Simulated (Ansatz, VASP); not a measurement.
One calculation of Al, two programs

```
Al
1.0
    -3.36597    2.93194    1.43146
     2.93194   -3.36597    1.43146
     2.58656    2.58656   -2.22639
Al
2
Direct
  0.98855 0.01145 0.00000
  0.76145 0.23855 0.50000
```

Alike in both runs: task single point; functional BLYP; k mesh 17 × 17 × 12; occupations fermi-dirac, width 0.1 eV; no spin polarisation.

|  | VASP | Ansatz |
| --- | --- | --- |
| version | VASP 6.6.1 | Ansatz 0.2.0 |
| potentials or method | VASP PAW PBE potentials, release 64 (Al), cutoff 520 eV | plane waves (420 eV) with PAW, scalar-relativistic |
| valence electrons in the cell | 6 | 6 |

|  | VASP | Ansatz | Ansatz less VASP |
| --- | --- | --- | --- |
| pressure (GPa) | -3.3 | -3.4 | -0.05 |
| traceless stress, the component that is largest in VASP (GPa) | 0.56 | 0.55 | -0.002 |

VASP's potentials were made for PBE, not for BLYP.
